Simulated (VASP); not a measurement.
# Co3O4 (Fd-3m) in VASP: single point with r2SCAN

Aim: the single point of Co3O4 with r2SCAN.

Everything below comes from runs of VASP 6.6.1. Logs are shortened: lines on timing, memory, paths and dates and some standing lists are left out, and cuts for length are marked.

### 1 The cell of the first run

It takes space group Fd-3m (No. 227, cubic). Conventional cell: a = 8.065 Å, b = 8.065 Å, c = 8.065 Å, α = 90.00°, β = 90.00°, γ = 90.00°. Within 2.5 Å of Co (site symmetry -3m) lie 6 O at 1.92 Å. Co (site symmetry -43m) has 4 O at 1.93 Å within 2.6 Å. Within 2.6 Å of O (site symmetry 3m) lie 4 Co at 1.92 to 1.93 Å and 3 O at 2.55 Å.

### 2 Single point, r2SCAN

POSCAR reads:

```
Co3O4
1.0
    0.0000000000      4.0325000000      4.0325000000
    4.0325000000      0.0000000000      4.0325000000
    4.0325000000      4.0325000000      0.0000000000
Co O
6 8
Direct
    0.6250000000      0.6250000000      0.6250000000
    0.1250000000      0.6250000000      0.6250000000
    0.6250000000      0.6250000000      0.1250000000
    0.6250000000      0.1250000000      0.6250000000
    0.0000000000      0.0000000000      0.0000000000
    0.2500000000      0.2500000000      0.2500000000
    0.3880000000      0.3880000000      0.3880000000
    0.4140000000      0.8620000000      0.8620000000
    0.3880000000      0.3880000000      0.8360000000
    0.8620000000      0.4140000000      0.8620000000
    0.8360000000      0.3880000000      0.3880000000
    0.8620000000      0.8620000000      0.8620000000
    0.3880000000      0.8360000000      0.3880000000
    0.8620000000      0.8620000000      0.4140000000
```

INCAR.step1 reads:

```
SYSTEM = Co3O4
PREC     = Accurate       ! precision mode
ENCUT    = 520            ! plane-wave cutoff, eV
ISMEAR   = -1             ! smearing method
SIGMA    = 0.05           ! smearing width, eV
LREAL    = .False.        ! projectors in reciprocal space
LASPH    = .True.         ! aspherical terms in the spheres
NELM     = 100            ! most SCF steps
NBANDS   = 64             ! bands
GGA      = PE             ! functional
ALGO     = Normal         ! electronic algorithm
EDIFF    = 1E-4           ! SCF threshold, eV
LWAVE    = .True.         ! write WAVECAR
LCHARG   = .False.        ! write CHGCAR
```

INCAR.step2 reads:

```
SYSTEM = Co3O4
PREC     = Accurate       ! precision mode
ENCUT    = 520            ! plane-wave cutoff, eV
EDIFF    = 1E-6           ! SCF threshold, eV
ISMEAR   = -1             ! smearing method
SIGMA    = 0.05           ! smearing width, eV
LREAL    = .False.        ! projectors in reciprocal space
LASPH    = .True.         ! aspherical terms in the spheres
NELM     = 100            ! most SCF steps
ALGO     = Normal         ! electronic algorithm
ISIF     = 2              ! what is computed and relaxed
LWAVE    = .False.        ! write WAVECAR
LCHARG   = .True.         ! write CHGCAR
METAGGA  = R2SCAN         ! meta-GGA
LMIXTAU  = .True.       
LELF     = .True.         ! ELF
LVHAR    = .True.       
NBANDS   = 64             ! bands
ISTART   = 1
```

KPOINTS reads:

```
Automatic mesh
0
Gamma
  6 6 6
  0 0 0
```

Potentials or basis: VASP PAW PBE potentials, release 64 (Co, O).

The run is started by

```
cat potpaw_PBE.64/Co/POTCAR potpaw_PBE.64/O/POTCAR > POTCAR
cp INCAR.step1 INCAR
mpirun -np 1 vasp_std > vasp.out
cp INCAR.step2 INCAR
mpirun -np 1 vasp_std > vasp.out
```

OUTCAR:

```text
SYSTEM = Co3O4
   PREC = Accurate
   ENCUT = 520
   EDIFF = 1E-6
   ISMEAR = -1
   LREAL = .False.
   LASPH = .True.
   NELM = 100
   ISIF = 2
   METAGGA = R2SCAN
   ISTART = 1

 ion  position               nearest neighbor table
   1  0.625  0.625  0.625-   8 1.92  10 1.92  11 1.92  13 1.92   9 1.92  14 1.92   2 2.85   3 2.85
                             4 2.85   3 2.85   4 2.85   2 2.85
   2  0.125  0.625  0.625-   9 1.92  10 1.92  13 1.92  14 1.92   7 1.92  12 1.92   1 2.85   3 2.85
                             4 2.85   1 2.85   3 2.85   4 2.85
   3  0.625  0.625  0.125-   8 1.92  10 1.92  11 1.92  13 1.92  12 1.92   7 1.92   1 2.85   1 2.85
                             2 2.85   4 2.85   4 2.85   2 2.85
   4  0.625  0.125  0.625-   8 1.92   9 1.92  11 1.92  14 1.92  12 1.92   7 1.92   1 2.85   3 2.85
                             1 2.85   2 2.85   3 2.85   2 2.85
   5  0.000  0.000  0.000-  12 1.93  10 1.93   8 1.93  14 1.93
   6  0.250  0.250  0.250-   7 1.93   9 1.93  11 1.93  13 1.93
   7  0.388  0.388  0.388-   2 1.92   3 1.92   4 1.92   6 1.93
   8  0.414  0.862  0.862-   3 1.92   4 1.92   1 1.92   5 1.93
   9  0.388  0.388  0.836-   2 1.92   4 1.92   1 1.92   6 1.93
  10  0.862  0.414  0.862-   2 1.92   3 1.92   1 1.92   5 1.93
  11  0.836  0.388  0.388-   3 1.92   4 1.92   1 1.92   6 1.93
  12  0.862  0.862  0.862-   2 1.92   3 1.92   4 1.92   5 1.93
  13  0.388  0.836  0.388-   2 1.92   3 1.92   1 1.92   6 1.93
  14  0.862  0.862  0.414-   2 1.92   4 1.92   1 1.92   5 1.93

  LATTYP: Found a face centered cubic cell.
 ALAT       =     8.0650000000

  Lattice vectors:

 A1 = (   0.0000000000,   4.0325000000,   4.0325000000)
 A2 = (   4.0325000000,   0.0000000000,   4.0325000000)
 A3 = (   4.0325000000,   4.0325000000,   0.0000000000)

Analysis of symmetry for initial positions (statically):
=====================================================================
 Subroutine PRICEL returns:
 Original cell was already a primitive cell.

 Routine SETGRP: Setting up the symmetry group for a
 face centered cubic supercell.

 Subroutine GETGRP returns: Found 48 space group operations
 (whereof 24 operations were pure point group operations)
 out of a pool of 48 trial point group operations.

The static configuration has the point symmetry T_d .
 The point group associated with its full space group is O_h .

Analysis of symmetry for dynamics (positions and initial velocities):
=====================================================================
 Subroutine PRICEL returns:
 Original cell was already a primitive cell.

 Routine SETGRP: Setting up the symmetry group for a
 face centered cubic supercell.

 Subroutine GETGRP returns: Found 48 space group operations
 (whereof 24 operations were pure point group operations)
 out of a pool of 48 trial point group operations.

The dynamic configuration has the point symmetry T_d .
 The point group associated with its full space group is O_h .

 Subroutine INISYM returns: Found 48 space group operations
 (whereof 24 operations are pure point group operations),
 and found     1 'primitive' translations

----------------------------------------------------------------------------------------

                                     Primitive cell

  volume of cell :     131.1454

  direct lattice vectors                    reciprocal lattice vectors
     0.000000000  4.032500000  4.032500000    -0.123992560  0.123992560  0.123992560
     4.032500000  0.000000000  4.032500000     0.123992560 -0.123992560  0.123992560
     4.032500000  4.032500000  0.000000000     0.123992560  0.123992560 -0.123992560

  length of vectors
     5.702816190  5.702816190  5.702816190     0.214761414  0.214761414  0.214761414

  position of ions in fractional coordinates (direct lattice)
     0.625000000  0.625000000  0.625000000
     0.125000000  0.625000000  0.625000000
     0.625000000  0.625000000  0.125000000
     0.625000000  0.125000000  0.625000000
     0.000000000  0.000000000  0.000000000
     0.250000000  0.250000000  0.250000000
     0.388000000  0.388000000  0.388000000
[... 27 lines left out ...]
 KPOINTS: Automatic mesh

Automatic generation of k-mesh.
 Grid dimensions read from file:
 generate k-points for:    6    6    6

 Generating k-lattice:

  Cartesian coordinates                     Fractional coordinates (reciprocal lattice)
    -0.020665427  0.020665427  0.020665427     0.166666667  0.000000000  0.000000000
     0.020665427 -0.020665427  0.020665427     0.000000000  0.166666667  0.000000000
     0.020665427  0.020665427 -0.020665427     0.000000000  0.000000000  0.166666667

  Length of vectors
     0.035793569  0.035793569  0.035793569

  Shift w.r.t. Gamma in fractional coordinates (k-lattice)
     0.000000000  0.000000000  0.000000000

 Subroutine IBZKPT returns following result:
 ===========================================

 Found     16 irreducible k-points:

 Following reciprocal coordinates:
            Coordinates               Weight
  0.000000  0.000000  0.000000      1.000000
  0.166667  0.000000  0.000000      8.000000
  0.333333  0.000000  0.000000      8.000000
  0.500000  0.000000  0.000000      4.000000
  0.166667  0.166667  0.000000      6.000000
  0.333333  0.166667  0.000000     24.000000
[... 8 lines left out ...]
 -0.333333  0.333333  0.166667     24.000000
 -0.333333  0.500000  0.166667     12.000000
   k-points           NKPTS =     16   k-points in BZ     NKDIM =     16   number of bands    NBANDS=     64
   number of dos      NEDOS =    301   number of ions     NIONS =     14
   total plane-waves  NPLWV =  74088
   dimension x,y,z NGX =    42 NGY =   42 NGZ =   42
   dimension x,y,z NGXF=    84 NGYF=   84 NGZF=   84
   ions per type =               6   8
   NGX,Y,Z   is equivalent  to a cutoff of  12.24, 12.24, 12.24 a.u.
   NGXF,Y,Z  is equivalent  to a cutoff of  24.49, 24.49, 24.49 a.u.
 SYSTEM =  Co3O4
   PREC   = accura    normal or accurate (medium, high low for compatibility)
   ISTART =      1    job   : 0-new  1-cont  2-samecut
   ICHARG =      0    charge: 1-file 2-atom 10-const
   ISPIN  =      1    spin polarized calculation?
   LNONCOLLINEAR =      F non collinear calculations
   LSORBIT =      F    spin-orbit coupling
   LASPH  =      T    aspherical Exc in radial PAW
   ENCUT  =  520.0 eV  38.22 Ry    6.18 a.u.  10.60 10.60 10.60*2*pi/ulx,y,z
   NELM   =    100;   NELMIN=  2; NELMDL=  0     # of ELM steps
   EDIFF  = 0.1E-05   stopping-criterion for ELM
   LREAL  =      F    real-space projection
   EDIFFG = 0.1E-04   stopping-criterion for IOM
   NSW    =      0    number of steps for IOM
   IBRION =     -1    ionic relax: 0-MD 1-quasi-New 2-CG
   NFREE  =      0    steps in history (QN), initial steepest desc. (CG)
   ISIF   =      2    stress and relaxation
   ISYM   =      2    0-nonsym 1-usesym 2-fastsym
   POTIM  = 0.5000    time-step for ionic-motion
   TEBEG  =    0.0;   TEEND  =   0.0 temperature during run
   PSTRESS=    0.0 pullay stress
   NELECT =     102.0000    total number of electrons
   NUPDOWN=      -1.0000    fix difference up-down
   EMIN   =  10.00;   EMAX   =-10.00  energy-range for DOS
   EFERMI =   0.00;   METHOD = LEGACY
   ISMEAR =    -1;   SIGMA  =   0.05  broadening in eV -4-tet -1-fermi 0-gaus
   EFERMI_NEDOS =   21; number of points for ismear=-14 and -15
   IALGO  =     38    algorithm
   IMIX   =      4    mixing-type and parameters
     AMIX     =   0.40;   BMIX     =  1.00
     AMIX_MAG =   1.60;   BMIX_MAG =  1.00
  volume/ion in A,a.u.               =       9.37        63.22
  Fermi-wavevector in a.u.,A,eV,Ry     =   1.505534  2.845046 30.839401  2.266632
  Thomas-Fermi vector in A             =   2.616370
   LORBIT       =      0    0 simple, 1 ext, 2 COOP (PROOUT), +10 PAW based schemes
   METAGGA = R2SCAN    functional components
   LHFCALC =     F    Hartree Fock is set to
   AEXX    =    0.0000 exact exchange contribution
   IVDW    =     0    specifies the selected vdW correction
   LEPSILON=     F    determine dielectric tensor
   LRPA    =     F    only Hartree local field effects (RPA)
 non-spin polarized calculation
  energy-cutoff  :      520.00
  volume of cell :      131.15
 maximum number of plane-waves:      3582
   NGX = 21   NGY = 21   NGZ = 21

 number of electron     102.0000007 magnetization

 Free energy of the ion-electron system (eV)
  ---------------------------------------------------
  ext. energy  EPLUGINS =         0.00000000
  ---------------------------------------------------
  free energy    TOTEN  =      -142.33453430 eV

  energy without entropy =     -142.20652160  energy(sigma->0) =     -142.27052795

 E-fermi :   6.8982     XC(G=0): -12.8963

 val. band max:        6.8936225399   @ k =  -0.3333   0.3333   0.0000
 cond. band min:       6.8986343570   @ k =  -0.3333   0.5000   0.1667
 fundamental gap:      0.0050118171
 Fermi energy:         6.8981596546

 k-point     1 :       0.0000    0.0000    0.0000
  band No.  band energies     occupation
      1     -15.1895      2.00000
      2     -13.7982      2.00000
      3     -13.5030      2.00000
      4     -13.5030      2.00000
      5     -13.5030      2.00000
      6     -13.4554      2.00000
[... 1045 lines left out ...]
     62       8.7795      0.00000
     63      14.0114      0.00000
 [bands above 63 left out]

------------------------ aborting loop because EDIFF is reached ----------------------------------------

  FORCE on cell =-STRESS in cart. coord.  units (eV):
  Direction    XX          YY          ZZ          XY          YZ          ZX
  --------------------------------------------------------------------------------------
  -------------------------------------------------------------------------------------
  Total       -5.6870511     -5.6870511     -5.6870511      0.0000000     -0.0000000     -0.0000000
  in kB      -69.4775654    -69.4775654    -69.4775654      0.0000000     -0.0000000     -0.0000000
  external PRESSURE =     -69.4775654 kB  Pullay stress =       0.0000000 kB

 VOLUME and BASIS-vectors are now :
 -----------------------------------------------------------------------------
  energy-cutoff  :      520.00
  volume of cell :      131.15
      direct lattice vectors                 reciprocal lattice vectors
     0.000000000  4.032500000  4.032500000    -0.123992560  0.123992560  0.123992560
     4.032500000  0.000000000  4.032500000     0.123992560 -0.123992560  0.123992560
     4.032500000  4.032500000  0.000000000     0.123992560  0.123992560 -0.123992560

 POSITION                                       TOTAL-FORCE (eV/Angst)
 -----------------------------------------------------------------------------------
      5.04062      5.04062      5.04062        -0.000000     -0.000000     -0.000000
      5.04062      3.02437      3.02437        -0.000000     -0.000000     -0.000000
      3.02437      3.02437      5.04062        -0.000000     -0.000000     -0.000000
      3.02437      5.04062      3.02437        -0.000000     -0.000000     -0.000000
      0.00000      0.00000      0.00000        -0.000000     -0.000000     -0.000000
      2.01625      2.01625      2.01625        -0.000000     -0.000000     -0.000000
      3.12922      3.12922      3.12922        -0.354361     -0.354361     -0.354361
      6.95203      5.14547      5.14547         0.354361     -0.354361     -0.354361
      4.93578      4.93578      3.12922         0.354361      0.354361     -0.354361
      5.14547      6.95203      5.14547        -0.354361      0.354361     -0.354361
      3.12922      4.93578      4.93578        -0.354361      0.354361      0.354361
      6.95203      6.95203      6.95203         0.354361      0.354361      0.354361
      4.93578      3.12922      4.93578         0.354361     -0.354361      0.354361
      5.14547      5.14547      6.95203        -0.354361     -0.354361      0.354361
 -----------------------------------------------------------------------------------
    total drift:                                0.000000     -0.000000      0.000000

  FREE ENERGIE OF THE ION-ELECTRON SYSTEM (eV)
  ---------------------------------------------------
  free  energy   TOTEN  =      -142.3345342984 eV

  energy  without entropy=     -142.2065215975  energy(sigma->0) =     -142.27052795
```

It took 7.9 min on 1 thread of Intel Xeon Platinum 8375C at 2.90GHz (Ice Lake), shared host; peak memory 0.34 GiB.

Results:

* Free energy: -142.3345 eV
* Pressure: -6.9 GPa
* Largest force: 0.614 eV/Å
* Band gap on the k mesh: zero (bands 51 and 52 overlap by 0.08 eV)

Forces on the atoms (eV/Å):
```
Co   0.000  0.000  0.000
Co   0.000  0.000  0.000
Co   0.000  0.000  0.000
Co   0.000  0.000  0.000
Co   0.000  0.000  0.000
Co   0.000  0.000  0.000
O   -0.354 -0.354 -0.354
O    0.354 -0.354 -0.354
O    0.354  0.354 -0.354
O   -0.354  0.354 -0.354
O   -0.354  0.354  0.354
O    0.354  0.354  0.354
O    0.354 -0.354  0.354
O   -0.354 -0.354  0.354
```

Caveat: the cell stands under tension; the PAW data sets were made with another functional, which shifts forces and pressure a little; the run has no spin polarisation, though such a crystal can be magnetic; semilocal functionals often make such compounds metallic where correlation or magnetic order opens a gap, which also shifts bond lengths. With open d or f shells a metallic result of r2SCAN can be an artefact of self-interaction; +U or a hybrid may open a gap.
